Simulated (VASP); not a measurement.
A run of VASP 6.6.1 is set up as follows.

Contents of INCAR:

```
PREC     = Accurate       # precision mode
ENCUT    = 520            # plane-wave cutoff, eV
EDIFF    = 1E-7           # SCF threshold, eV
ISMEAR   = -1             # smearing method
SIGMA    = 0.15           # smearing width, eV
LREAL    = False          # projectors in reciprocal space
LASPH    = True           # aspherical terms in the spheres
NELM     = 60             # most SCF steps
ALGO     = Normal         # electronic algorithm
ISIF     = 2              # what is computed and relaxed
LWAVE    = False          # write WAVECAR
LCHARG   = True           # write CHGCAR
GGA      = PS             # functional
LELF     = True           # ELF
LVHAR    = True         
NBANDS   = 15             # bands
```

Contents of KPOINTS:

```
Automatic mesh
0
Gamma
  18 18 10
```

File POSCAR:

```
Os
1.0
    2.7478971073      0.0000000000      0.0000000000
   -1.3739485536      2.3797487019      0.0000000000
    0.0000000000      0.0000000000      4.3371460578
Os
2
Direct
    0.3333333333      0.6666666667      0.2500000000
    0.6666666667      0.3333333333      0.7500000000
```

Potentials or basis: VASP PAW PBE potentials, release 64 (Os).

Command:

```bash
$ cat potpaw_PBE.64/Os/POTCAR > POTCAR
$ mpirun -np 1 vasp_std > vasp.out
```

(1) What does it give for the band gap on the k mesh?

(2) Estimate the pressure.

## Answers

(1) zero (bands 8 and 9 overlap by 3.85 eV).

(2) -7.9 GPa.

Caveat: the cell stands under tension; the PAW data sets were made with another functional, which shifts forces and pressure a little; spin-orbit coupling is left out, which moves the levels of the heavy elements.
